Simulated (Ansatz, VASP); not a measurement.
## One calculation of B, two programs

```
B
1.0
     1.71254    0.00000    0.00000
    -0.85627    1.48310    0.00000
     0.00000    0.00000    9.17576
B
2
Direct
  0.33333 0.66667 0.25000
  0.66667 0.33333 0.75000
```

Alike in both runs: functional PBE; k mesh 27 × 27 × 6; occupations gaussian, width 0.1 eV; no spin polarisation.

Ansatz relaxed the structure, and its values are those at the end. VASP's run is a single point on that final structure, the one shown.

|  | VASP | Ansatz |
| --- | --- | --- |
| version | VASP 6.6.1 | Ansatz 0.2.0 |
| potentials or method | VASP PAW PBE potentials, release 64 (B), cutoff 520 eV | scalar-relativistic, plane waves, PAW |
| valence electrons in the cell | 6 | 6 |

|  | VASP | Ansatz | Ansatz less VASP |
| --- | --- | --- | --- |
| gap on the k mesh at the Fermi level (eV) | none | none | - |
| pressure (GPa) | 0.0 | 0.0 | +0.05 |

A gap of «none» marks a metal or a gap that the smearing closes.
